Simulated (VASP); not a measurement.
# C in VASP: further runs, part 2 of 2

VASP 6.6.1. The steps go on from the part before.

## 4. Single point, PBE

Input file INCAR:

```
SYSTEM = C
PREC = Accurate
ENCUT = 520
EDIFF = 1E-6
ISMEAR = 0
SIGMA = 0.1
LREAL = .FALSE.
LASPH = .TRUE.
NELM = 60
ALGO = Normal
ISIF = 2
LWAVE = .FALSE.
LCHARG = .FALSE.
LDIPOL = .TRUE.
IDIPOL = 3
DIPOL = 0.5 0.5 0.328
GGA = PE
NBANDS = 33
```

Input file KPOINTS:

```
Automatic mesh
0
G
  7 3 1
  0 0 0
```

Input file POSCAR:

```
C
1.0
    4.2718357708      0.0000000000      0.0000000000
   -2.1359178854      8.6110540238      0.0000000000
    0.0000000000      0.0000000000     20.2788004813
C
11
Direct
    0.1564123854      0.9794914374      0.1972503257
    0.8230790520      0.9794914374      0.1972503257
    0.6461581040      0.9589828748      0.2574344554
    0.3128247708      0.9589828748      0.2574344554
    0.1338042252      0.9383827949      0.3175270426
    0.8045778963      0.9383825959      0.3175270455
    0.6222260098      0.9176685708      0.3778997975
    0.2954418906      0.9176685766      0.3778997213
    0.0947392957      0.8987953138      0.4329048587
    0.8040522437      0.8987946148      0.4329053136
    0.0947392957      1.6487953138      0.4411615340
```

Potentials or basis: VASP PAW PBE potentials, release 64 (C).

Started as:

```bash
$ cat potpaw_PBE.64/C/POTCAR > POTCAR
$ mpirun -np 1 vasp_std > vasp.out
```

OUTCAR:

```text
SYSTEM = C
   PREC = Accurate
   ENCUT = 520
   EDIFF = 1E-6
   ISMEAR = 0
   LREAL = .FALSE.
   LASPH = .TRUE.
   NELM = 60
   ISIF = 2
   GGA = PE

 ion  position               nearest neighbor table
   1  0.156  0.979  0.197-   2 1.42   4 1.42
   2  0.823  0.979  0.197-   1 1.42   3 1.42
   3  0.646  0.959  0.257-   4 1.42   2 1.42   6 1.43
   4  0.313  0.959  0.257-   3 1.42   1 1.42   5 1.43
   5  0.134  0.938  0.318-   6 1.41   4 1.43   8 1.44
   6  0.805  0.938  0.318-   5 1.41   3 1.43   7 1.44
   7  0.622  0.918  0.378-  10 1.39   8 1.40   6 1.44
   8  0.295  0.918  0.378-   9 1.39   7 1.40   5 1.44
   9  0.095  0.899  0.433-  10 1.24   8 1.39
  10  0.804  0.899  0.433-   9 1.24   7 1.39
  11  0.095  0.649  0.441-

  LATTYP: Found a base centered orthorhombic cell.
 ALAT       =     4.2718357708
 B/A-ratio  =     4.0315473187
 C/A-ratio  =     4.7470927183

  Lattice vectors:
[... 220 lines left out ...]
      3     -18.6872      2.00000
      4     -17.8980      2.00000
      5     -17.2608      2.00000
      6     -16.3265      2.00000
[... 385 lines left out ...]
     32       1.4244      0.00000
     33       1.7414      0.00000

------------------------ aborting loop because EDIFF is reached ----------------------------------------

 vacuum level on the upper side and lower side of the slab       (xc-potential included)        -0.355         0.166

  FORCE on cell =-STRESS in cart. coord.  units (eV):
  Direction    XX          YY          ZZ          XY          YZ          ZX
  --------------------------------------------------------------------------------------
  -------------------------------------------------------------------------------------
  Total        0.4264562     -5.4453914     -0.5755866      0.7214438      0.0694305     -0.8726125
  in kB        0.9159502    -11.6957092     -1.2362552      1.5495300      0.1491240     -1.8742127
  external PRESSURE =      -4.0053381 kB  Pullay stress =       0.0000000 kB

 VOLUME and BASIS-vectors are now :
 -----------------------------------------------------------------------------
  energy-cutoff  :      520.00
  volume of cell :      745.96
      direct lattice vectors                 reciprocal lattice vectors
     4.271835771  0.000000000  0.000000000     0.234091396  0.058064901  0.000000000
    -2.135917885  8.611054024  0.000000000     0.000000000  0.116129802  0.000000000
     0.000000000  0.000000000 20.278800481     0.000000000  0.000000000  0.049312581

 POSITION                                       TOTAL-FORCE (eV/Angst)
 -----------------------------------------------------------------------------------
     -1.42395      8.43445      4.00000        -6.714551     -0.099886      1.060046
      1.42395      8.43445      4.00000         6.762718     -0.231174      1.066383
      0.71197      8.25785      5.22046        -0.309464      0.193893     -1.042859
     -0.71197      8.25785      5.22046         0.298774      0.154997     -1.108851
     -1.43272      8.08046      6.43907         0.175322      0.114293     -0.130000
      1.43272      8.08046      6.43907        -0.054361      0.006188     -0.225620
      0.69798      7.90209      7.66335         0.037511      0.077787      0.019871
     -0.69799      7.90209      7.66335         0.276589      0.292829     -1.067147
     -1.51504      7.73958      8.77879         2.881499     -2.797624      1.226498
      1.51503      7.73957      8.77880        -3.074709     -0.235216      0.201717
     -0.98106      5.58681      8.94623        -0.279326      2.523914     -0.000040
 -----------------------------------------------------------------------------------
    total drift:                               -0.000119     -0.000253      0.000078

  FREE ENERGIE OF THE ION-ELECTRON SYSTEM (eV)
  ---------------------------------------------------
  free  energy   TOTEN  =       -84.2177884986 eV

  energy  without entropy=      -84.1657653937  energy(sigma->0) =      -84.19177695

 vacuum level on the upper side and lower side of the slab         1.063         1.596
```

stdout:

```text
POSCAR found type information on POSCAR C
 POSCAR found :  1 types and      11 ions
 scaLAPACK will be used
 LDA part: xc-table for (Slater+PW92), standard interpolation
 -----------------------------------------------------------------------------
|                                                                             |
|           W    W    AA    RRRRR   N    N  II  N    N   GGGG   !!!           |
|           W    W   A  A   R    R  NN   N  II  NN   N  G    G  !!!           |
|           W    W  A    A  R    R  N N  N  II  N N  N  G       !!!           |
|           W WW W  AAAAAA  RRRRR   N  N N  II  N  N N  G  GGG   !            |
|           WW  WW  A    A  R   R   N   NN  II  N   NN  G    G                |
|           W    W  A    A  R    R  N    N  II  N    N   GGGG   !!!           |
|                                                                             |
|     Your reciprocal lattice and k-lattice belong to different lattice       |
|     classes:                                                                |
|                                                                             |
|        The reciprocal lattice is base centered orthorhombic,                |
|        whereas your k-lattice is simple monoclinic.                         |
|                                                                             |
|     Results are often still useful ...                                      |
|                                                                             |
 -----------------------------------------------------------------------------

 POSCAR, INCAR and KPOINTS ok, starting setup
 FFT: planning ... GRIDC
 FFT: planning ... GRID_SOFT
 FFT: planning ... GRID
 WAVECAR not read
 entering main loop
```

It took 6.7 min on 1 thread of Intel Xeon 6975P-C (Granite Rapids), shared host; peak memory 0.76 GiB.

What came out:

```yaml
Free_energy: -84.2178 eV
Largest_force: 6.850 eV/Å
Band_gap_on_the_k_mesh: zero (bands 22 and 23 overlap by 0.02 eV)
```

Forces in eV/Å, atoms in the order of the input:
```
C   -6.715 -0.100  1.060
C    6.763 -0.231  1.066
C   -0.309  0.194 -1.043
C    0.299  0.155 -1.109
C    0.175  0.114 -0.130
C   -0.054  0.006 -0.226
C    0.038  0.078  0.020
C    0.277  0.293 -1.067
C    2.881 -2.798  1.226
C   -3.075 -0.235  0.202
C   -0.279  2.524  0.000
```

Levels at points of the mesh, in eV from the Fermi level:
| k point | band 18 | band 19 | band 20 | band 21 | band 22 | band 23 | band 24 | band 25 | band 26 | band 27 |
| --- | --- | --- | --- | --- | --- | --- | --- | --- | --- | --- |
| (0.00, 0.00, 0.00) | -2.14 | -1.34 | -1.30 | -0.34 | 0.02 | 0.27 | 0.77 | 1.08 | 1.48 | 1.82 |

## 5. Single point, PBE

Input file INCAR:

```
SYSTEM = C
ALGO = Normal ; DIPOL = 0.5 0.5 0.322
EDIFF = 1E-6 ; ENCUT = 520
GGA = PE ; IDIPOL = 3
ISIF = 2 ; ISMEAR = 0
LASPH = .True. ; LCHARG = .False.
LDIPOL = .True. ; LREAL = .False.
LWAVE = .False. ; NBANDS = 33
NELM = 60 ; PREC = Accurate
SIGMA = 0.1
```

Input file KPOINTS:

```
k-points
0
Gamma
  7 3 1
  0 0 0
```

Changes to POSCAR since step 4:

```diff
@@ -18,2 +18,2 @@
     0.8040522437      0.8987946148      0.4329053136
-    0.0947392957      1.6487953138      0.4411615340
+    0.3447392957      1.3987953138      0.3783932691
```

Started as:

```bash
$ cat potpaw_PBE.64/C/POTCAR > POTCAR
$ mpirun -np 1 vasp_std > vasp.out
```

Run time: 5.9 min. Hardware: 1 thread of Intel Xeon 6975P-C (Granite Rapids), shared host; peak memory 0.75 GiB.

It converged, with:

- Free energy: -82.9992 eV
- Largest force: 6.898 eV/Å
- Band gap on the k mesh: zero (bands 22 and 23 overlap by 0.02 eV)

Forces in eV/Å, atoms in the order of the input:
```
C   -6.801 -0.163  1.139
C    6.801 -0.163  1.140
C   -0.410  0.168 -1.171
C    0.412  0.168 -1.174
C   -0.003  0.008 -0.003
C   -0.001  0.004 -0.002
C   -0.014 -0.008  0.009
C    0.017 -0.001  0.016
C    0.063 -0.002  0.024
C   -0.063 -0.007  0.024
C   -0.001 -0.004 -0.002
```

Levels at points of the mesh, in eV from the Fermi level:
| k point | band 18 | band 19 | band 20 | band 21 | band 22 | band 23 | band 24 | band 25 | band 26 | band 27 |
| --- | --- | --- | --- | --- | --- | --- | --- | --- | --- | --- |
| (0.00, 0.00, 0.00) | -1.81 | -1.19 | -0.95 | -0.01 | 0.00 | 0.41 | 0.55 | 1.09 | 1.24 | 1.99 |

## 6. Summary

| cell | gap on the mesh (eV) | largest force (eV/Å) |
| --- | --- | --- |
| as given, atomic positions A | none | 6.90 |
| as given, atomic positions B | none | 6.90 |
| as given, atomic positions C | none | 6.85 |
| as given, atomic positions D | none | 6.90 |

Alike in all rows: task single point; level PBE; potentials or basis VASP PAW PBE potentials, release 64 (C); no spin polarisation; k mesh 7 × 3 × 1; cutoff (eV) 520; smearing gaussian 0.1 eV.

Total energies depend on the potentials used, so only differences within one code and one set of settings carry meaning.
